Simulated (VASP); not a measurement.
# ScGaN (P-6m2) in VASP: relaxation of cell and atoms with PBE

Aim: the relaxation of cell and atoms of ScGaN with PBE.

All numbers are computed with VASP 6.6.1; they aren't measurements. Logs are shortened: lines on timing, memory, paths and dates and some standing lists are left out, and cuts for length are marked.

## 1. The cell of the first run

Symmetry: P-6m2, No. 187, hexagonal system. Conventional cell: a = 3.876 Å, b = 3.876 Å, c = 3.837 Å, α = 90.00°, β = 90.00°, γ = 120.00°. Sc (site symmetry -6m2) has 3 N at 2.24 Å and 6 Ga at 2.95 Å within 3.0 Å. Ga (site symmetry -6m2) has 6 Sc at 2.95 Å and 6 N at 2.95 Å and 8 Ga at 3.84 to 3.88 Å within 3.9 Å. N (site symmetry -6m2) has 3 Sc at 2.24 Å and 6 Ga at 2.95 Å within 3.0 Å.

The cell was built from a structure type or drawn by symmetry, and may not be a known phase.

## 2. Relaxation of cell and atoms, PBE

File INCAR:

```
SYSTEM = ScGaN
PREC = Accurate ; ENCUT = 910
EDIFF = 1E-7 ; ISMEAR = 0
SIGMA = 0.1 ; LREAL = .False.
LASPH = .True. ; NELM = 120
ALGO = Normal ; ISIF = 3
LWAVE = .False. ; LCHARG = .False.
GGA = PE ; IBRION = 2
NSW = 90 ; EDIFFG = -0.04
GGA_COMPAT = .False. ; NELMIN = 4
```

File KPOINTS:

```
regular mesh
0
Gamma
  6 6 4
  0 0 0
```

File POSCAR:

```
ScGaN
1.0
    3.8755010500      0.0000000000      0.0000000000
   -1.9377505200      3.3562823600      0.0000000000
    0.0000000000      0.0000000000      3.8368079200
Sc Ga N
1 1 1
Direct
    0.6666666700      0.3333333300      0.5000000000
    0.0000000000      0.0000000000      0.0000000000
    0.3333333300      0.6666666700      0.5000000000
```

Potentials or basis: VASP PAW PBE potentials, release 64 (Sc_sv, Ga_d, N_h).

Command:

```
$ cat potpaw_PBE.64/Sc_sv/POTCAR potpaw_PBE.64/Ga_d/POTCAR potpaw_PBE.64/N_h/POTCAR > POTCAR
$ mpirun -np 1 vasp_std > vasp.out
```

OUTCAR:

```text
SYSTEM = ScGaN
   PREC = Accurate
   ENCUT = 910
   EDIFF = 1E-7
   ISMEAR = 0
   LREAL = .False.
   LASPH = .True.
   NELM = 120
   ISIF = 3
   GGA = PE
   IBRION = 2
   NSW = 90
   EDIFFG = -0.04
   NELMIN = 4

 ion  position               nearest neighbor table
   1  0.667  0.333  0.500-   3 2.24   3 2.24   3 2.24   2 2.95   2 2.95   2 2.95   2 2.95   2 2.95
                             2 2.95
   2  0.000  0.000  0.000-   1 2.95   1 2.95   1 2.95   1 2.95   1 2.95   1 2.95
   3  0.333  0.667  0.500-   1 2.24   1 2.24   1 2.24

  LATTYP: Found a hexagonal cell.
 ALAT       =     3.8755010500
 C/A-ratio  =     0.9900159671

  Lattice vectors:

 A1 = (   3.8755010500,   0.0000000000,   0.0000000000)
 A2 = (  -1.9377505200,   3.3562823600,   0.0000000000)
 A3 = (   0.0000000000,   0.0000000000,   3.8368079200)

Analysis of symmetry for initial positions (statically):
=====================================================================
 Subroutine PRICEL returns:
 Original cell was already a primitive cell.

 Routine SETGRP: Setting up the symmetry group for a
 hexagonal supercell.

 Subroutine GETGRP returns: Found 12 space group operations
 (whereof 12 operations were pure point group operations)
 out of a pool of 24 trial point group operations.

The static configuration has the point symmetry D_3h.

Analysis of symmetry for dynamics (positions and initial velocities):
=====================================================================
 Subroutine PRICEL returns:
 Original cell was already a primitive cell.

 Routine SETGRP: Setting up the symmetry group for a
 hexagonal supercell.

 Subroutine GETGRP returns: Found 12 space group operations
 (whereof 12 operations were pure point group operations)
 out of a pool of 24 trial point group operations.

The dynamic configuration has the point symmetry D_3h.

 Subroutine INISYM returns: Found 12 space group operations
 (whereof 12 operations are pure point group operations),
 and found     1 'primitive' translations

----------------------------------------------------------------------------------------

                                     Primitive cell

  volume of cell :      49.9064

  direct lattice vectors                    reciprocal lattice vectors
     3.875501050  0.000000000  0.000000000     0.258031152  0.148974355  0.000000000
    -1.937750520  3.356282360  0.000000000     0.000000000  0.297948710  0.000000000
     0.000000000  0.000000000  3.836807920     0.000000000  0.000000000  0.260633324

  length of vectors
     3.875501050  3.875501046  3.836807920     0.297948710  0.297948710  0.260633324

  position of ions in fractional coordinates (direct lattice)
     0.666666670  0.333333330  0.500000000
     0.000000000  0.000000000  0.000000000
     0.333333330  0.666666670  0.500000000

  ion indices of the primitive-cell ions
   primitive index   ion index
                 1           1
                 2           2
                 3           3

----------------------------------------------------------------------------------------

 KPOINTS: regular mesh

Automatic generation of k-mesh.
 Grid dimensions read from file:
 generate k-points for:    6    6    4

 Generating k-lattice:

  Cartesian coordinates                     Fractional coordinates (reciprocal lattice)
     0.043005192  0.024829059  0.000000000     0.166666667  0.000000000  0.000000000
     0.000000000  0.049658118  0.000000000     0.000000000  0.166666667  0.000000000
     0.000000000  0.000000000  0.065158331     0.000000000  0.000000000  0.250000000

  Length of vectors
     0.049658118  0.049658118  0.065158331

  Shift w.r.t. Gamma in fractional coordinates (k-lattice)
     0.000000000  0.000000000  0.000000000

 Subroutine IBZKPT returns following result:
 ===========================================

 Found     21 irreducible k-points:

 Following reciprocal coordinates:
            Coordinates               Weight
  0.000000  0.000000  0.000000      1.000000
  0.166667 -0.000000  0.000000      6.000000
  0.333333  0.000000  0.000000      6.000000
  0.500000  0.000000  0.000000      3.000000
  0.166667  0.166667  0.000000      6.000000
  0.333333  0.166667  0.000000     12.000000
[... 13 lines left out ...]
  0.333333  0.166667  0.500000     12.000000
  0.333333  0.333333  0.500000      2.000000
   k-points           NKPTS =     21   k-points in BZ     NKDIM =     21   number of bands    NBANDS=     18
   number of dos      NEDOS =    301   number of ions     NIONS =      3
   total plane-waves  NPLWV =  64000
   dimension x,y,z NGX =    40 NGY =   40 NGZ =   40
   dimension x,y,z NGXF=    80 NGYF=   80 NGZF=   80
   ions per type =               1   1   1
   NGX,Y,Z   is equivalent  to a cutoff of  17.16, 17.16, 17.33 a.u.
   NGXF,Y,Z  is equivalent  to a cutoff of  34.32, 34.32, 34.66 a.u.
 SYSTEM =  ScGaN
   PREC   = accura    normal or accurate (medium, high low for compatibility)
   ISTART =      0    job   : 0-new  1-cont  2-samecut
   ICHARG =      2    charge: 1-file 2-atom 10-const
   ISPIN  =      1    spin polarized calculation?
   LNONCOLLINEAR =      F non collinear calculations
   LSORBIT =      F    spin-orbit coupling
   LASPH  =      T    aspherical Exc in radial PAW
   ENCUT  =  910.0 eV  66.88 Ry    8.18 a.u.   9.53  9.53  9.44*2*pi/ulx,y,z
   NELM   =    120;   NELMIN=  4; NELMDL= -5     # of ELM steps
   EDIFF  = 0.1E-06   stopping-criterion for ELM
   LREAL  =      F    real-space projection
   EDIFFG = -.4E-01   stopping-criterion for IOM
   NSW    =     90    number of steps for IOM
   IBRION =      2    ionic relax: 0-MD 1-quasi-New 2-CG
   NFREE  =      1    steps in history (QN), initial steepest desc. (CG)
   ISIF   =      3    stress and relaxation
   ISYM   =      2    0-nonsym 1-usesym 2-fastsym
   POTIM  = 0.5000    time-step for ionic-motion
   TEBEG  =    0.0;   TEEND  =   0.0 temperature during run
   PSTRESS=    0.0 pullay stress
   NELECT =      29.0000    total number of electrons
   NUPDOWN=      -1.0000    fix difference up-down
   EMIN   =  10.00;   EMAX   =-10.00  energy-range for DOS
   EFERMI =   0.00;   METHOD = LEGACY
   ISMEAR =     0;   SIGMA  =   0.10  broadening in eV -4-tet -1-fermi 0-gaus
   EFERMI_NEDOS =   21; number of points for ismear=-14 and -15
   IALGO  =     38    algorithm
   IMIX   =      4    mixing-type and parameters
     AMIX     =   0.40;   BMIX     =  1.00
     AMIX_MAG =   1.60;   BMIX_MAG =  1.00
  volume/ion in A,a.u.               =      16.64       112.26
  Fermi-wavevector in a.u.,A,eV,Ry     =   1.366120  2.581592 25.392315  1.866283
  Thomas-Fermi vector in A             =   2.492288
   LORBIT       =      0    0 simple, 1 ext, 2 COOP (PROOUT), +10 PAW based schemes
   GGA     = PE    functional components
   LHFCALC =     F    Hartree Fock is set to
   AEXX    =    0.0000 exact exchange contribution
   IVDW    =     0    specifies the selected vdW correction
   LEPSILON=     F    determine dielectric tensor
   LRPA    =     F    only Hartree local field effects (RPA)
 conjugate gradient relaxation of ions
 non-spin polarized calculation
 Gauss-broadening in eV      SIGMA  =   0.10
  energy-cutoff  :      910.00
  volume of cell :       49.91
 maximum number of plane-waves:      3163
 NGX is ok and might be reduce to    40
   NGX = 19   NGY = 19   NGZ = 19

--------------------------------------- Ionic step        1  -------------------------------------------

 number of electron      28.9999998 magnetization

 Free energy of the ion-electron system (eV)
  ---------------------------------------------------
  ext. energy  EPLUGINS =         0.00000000
  ---------------------------------------------------
  free energy    TOTEN  =       -18.31231023 eV

  energy without entropy =      -18.30151185  energy(sigma->0) =      -18.30691104

------------------------ aborting loop because EDIFF is reached ----------------------------------------

  FORCE on cell =-STRESS in cart. coord.  units (eV):
  Direction    XX          YY          ZZ          XY          YZ          ZX
  --------------------------------------------------------------------------------------
  -------------------------------------------------------------------------------------
  Total       -4.7081071     -4.7081071      2.9295331     -0.0000000      0.0000000      0.0000000
  in kB     -151.1473415   -151.1473413     94.0486551     -0.0000002      0.0000000      0.0000000
  external PRESSURE =     -69.4153426 kB  Pullay stress =       0.0000000 kB

 VOLUME and BASIS-vectors are now :
 -----------------------------------------------------------------------------
  energy-cutoff  :      910.00
  volume of cell :       49.91
      direct lattice vectors                 reciprocal lattice vectors
     3.875501050  0.000000000  0.000000000     0.258031152  0.148974355  0.000000000
    -1.937750520  3.356282360  0.000000000     0.000000000  0.297948710  0.000000000
     0.000000000  0.000000000  3.836807920     0.000000000  0.000000000  0.260633324
[... 260 lines left out ...]
 POSITION                                       TOTAL-FORCE (eV/Angst)
 -----------------------------------------------------------------------------------
      1.78415      1.03008      2.40343         0.000000      0.000000     -0.000000
      0.00000      0.00000      4.80686         0.000000      0.000000     -0.000000
     -0.00000      2.06016      2.40343        -0.000000     -0.000000      0.000000
 -----------------------------------------------------------------------------------
    total drift:                               -0.000002      0.000001      0.000000

  FREE ENERGIE OF THE ION-ELECTRON SYSTEM (eV)
  ---------------------------------------------------
  free  energy   TOTEN  =       -19.1019764239 eV

  energy  without entropy=      -19.0899576744  energy(sigma->0) =      -19.09596705

--------------------------------------- Ionic step        9  -------------------------------------------

 number of electron      29.0000003 magnetization

 Free energy of the ion-electron system (eV)
  ---------------------------------------------------
  ext. energy  EPLUGINS =         0.00000000
  ---------------------------------------------------
  free energy    TOTEN  =       -19.10861339 eV

  energy without entropy =      -19.09726403  energy(sigma->0) =      -19.10293871

 E-fermi :   4.2602     XC(G=0): -10.3174

 val. band max:        4.2550626124   @ k =   0.3333   0.1667   0.5000
 cond. band min:       4.2837377632   @ k =   0.3333   0.3333   0.0000
 fundamental gap:      0.0286751509
 Fermi energy:         4.2601775272

 k-point     1 :       0.0000    0.0000    0.0000
  band No.  band energies     occupation
      1     -44.4960      2.00000
      2     -23.3379      2.00000
      3     -23.0466      2.00000
      4     -23.0466      2.00000
      5     -10.8042      2.00000
      6     -10.7486      2.00000
[... 10 lines left out ...]
     17       7.5842      0.00000
     18       7.6455      0.00000
[... 440 lines left out ...]
 POSITION                                       TOTAL-FORCE (eV/Angst)
 -----------------------------------------------------------------------------------
      1.76931      1.02151      2.40933         0.000000      0.000000     -0.000000
      0.00000      0.00000      0.00000        -0.000000     -0.000000     -0.000000
     -0.00000      2.04302      2.40933         0.000000     -0.000000      0.000000
 -----------------------------------------------------------------------------------
    total drift:                               -0.000001      0.000001      0.000000

  FREE ENERGIE OF THE ION-ELECTRON SYSTEM (eV)
  ---------------------------------------------------
  free  energy   TOTEN  =       -19.1086133853 eV

  energy  without entropy=      -19.0972640330  energy(sigma->0) =      -19.10293871

 reached required accuracy - stopping structural energy minimisation
```

It took 4.4 min on 1 thread of AMD EPYC 7R43 (Zen 3), shared host; peak memory 0.24 GiB.

Results:

* Free energy: -19.1086 eV
* Relaxed volume: 17.42 Å³/atom
* Relaxed cell: a = 3.539 Å, b = 3.539 Å, c = 4.819 Å, α = 90.00°, β = 90.00°, γ = 120.00°
* Space group after relaxing (to 0.1 Å): P-6m2 (No. 187)
* Energy gained by relaxing: 265.4 meV/atom
* Ionic steps: 9
* Pressure after relaxing: 0.1 GPa
* Band gap on the k mesh: zero (an odd number of electrons rules out a gap without spin polarisation)

Step by step:
| step | energy change (eV) | largest force (eV/Å) | pressure (GPa) | volume (Å³) |
| --- | --- | --- | --- | --- |
| 1 | 0.0000 | 0.0000 | -6.94 | 49.91 |
| 2 | -0.4656 | 0.0000 | 7.79 | 44.64 |
| 3 | -0.4655 | 0.0000 | 7.87 | 44.64 |
| 4 | -0.6927 | 0.0000 | 4.31 | 47.58 |
| 5 | -0.7838 | 0.0000 | 2.16 | 50.59 |
| 6 | -0.7909 | 0.0000 | 1.42 | 51.92 |
| 7 | -0.7917 | 0.0000 | 1.60 | 51.64 |
| 8 | -0.7897 | 0.0000 | -1.64 | 53.00 |
| 9 | -0.7963 | 0.0000 | 0.07 | 52.25 |

Final structure:
```
CELL_PARAMETERS angstrom
3.53862 0.00000 0.00000
-1.76931 3.06453 0.00000
0.00000 0.00000 4.81866
ATOMIC_POSITIONS crystal
Sc 0.66667 0.33333 0.50000
Ga 0.00000 0.00000 0.00000
N 0.33333 0.66667 0.50000
```

Caveat: the k points lie up to 0.34 Å⁻¹ apart in the final cell, too coarse for converged energies and pressures of a metal; the cutoff is under 1.25 times the usual one of these potentials, so pressure, stress and relaxed cells hold a basis-set (Pulay) error; a cell axis changed by over 15 % at a fixed basis, so the end point is rough.
